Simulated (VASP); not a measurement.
Input of a VASP 6.6.1 run:

File INCAR:

```
SYSTEM = Ba4Te3
PREC = Accurate ; ENCUT = 520
EDIFF = 1E-6 ; ISMEAR = 0
SIGMA = 0.1 ; LREAL = .False.
LASPH = .True. ; NELM = 80
ALGO = Normal ; ISIF = 2
LWAVE = .False. ; LCHARG = .False.
GGA = PE ; NBANDS = 38
```

File KPOINTS:

```
Automatic mesh
0
Gamma
  4 4 4
  0 0 0
```

File POSCAR:

```
Ba4Te3
1.0
    6.2471526800      0.0000000000      0.0000000000
    0.0000000000      6.2471526800      0.0000000000
    0.0000000000      0.0000000000      6.2471526800
Ba Te
4 3
Direct
    0.5000000000      0.5000000000      0.5000000000
    0.0000000000      0.5000000000      0.5000000000
    0.5000000000      0.0000000000      0.5000000000
    0.5000000000      0.5000000000      0.0000000000
    0.5000000000      0.0000000000      0.0000000000
    0.0000000000      0.5000000000      0.0000000000
    0.0000000000      0.0000000000      0.5000000000
```

Potentials or basis: VASP PAW PBE potentials, release 64 (Ba_sv, Te).

Command:

```console
$ cat potpaw_PBE.64/Ba_sv/POTCAR potpaw_PBE.64/Te/POTCAR > POTCAR
$ mpirun -np 1 vasp_std > vasp.out
```

(1) Estimate the pressure.

(2) Estimate the band gap on the k mesh.

## Answers

(1) 13.2 GPa.

(2) zero (bands 29 and 30 overlap by 1.46 eV).

Caveat: the cell stands under pressure; spin-orbit coupling is left out, which moves the levels of the heavy elements.
